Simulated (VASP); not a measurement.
A run of VASP 6.6.1 is set up as follows.

The input INCAR:

```
SYSTEM = BaF2
  ALGO = Normal
  EDIFF = 1E-6
  ENCUT = 600
  GGA = CA
  GGA_COMPAT = .False.
  ISIF = 2
  ISMEAR = -1
  LASPH = .True.
  LCHARG = .False.
  LREAL = .False.
  LWAVE = .False.
  NBANDS = 19
  NELM = 120
  PREC = Accurate
  SIGMA = 0.01
```

File KPOINTS:

```
k-points
0
Gamma
  8 8 8
  0 0 0
```

POSCAR

```
BaF2
1.0
    0.0000000000      3.0380490000      3.1000500000
    3.0380490000      0.0000000000      3.1000500000
    3.0380490000      3.0380490000      0.0000000000
Ba F
1 2
Direct
    0.0000000000      0.0000000000      0.0000000000
    0.2500000000      0.2500000000      0.2500000000
    0.7500000000      0.7500000000      0.7500000000
```

Potentials or basis: VASP PAW LDA potentials, release 64 (Ba_sv, F).

The run is started by

```sh
$ cat potpaw_LDA.64/Ba_sv/POTCAR potpaw_LDA.64/F/POTCAR > POTCAR
$ mpirun -np 1 vasp_std > vasp.out
```

(1) Predict the pressure.

(2) What does it give for the band gap on the k mesh?

## Answers

(1) -1.0 GPa.

(2) 6.54 eV, indirect (least direct gap 6.64 eV).

Caveat: the cell differs from its parent crystal (equal xx and yy strain of -2 %); spin-orbit coupling is left out, which moves the levels of the heavy elements.
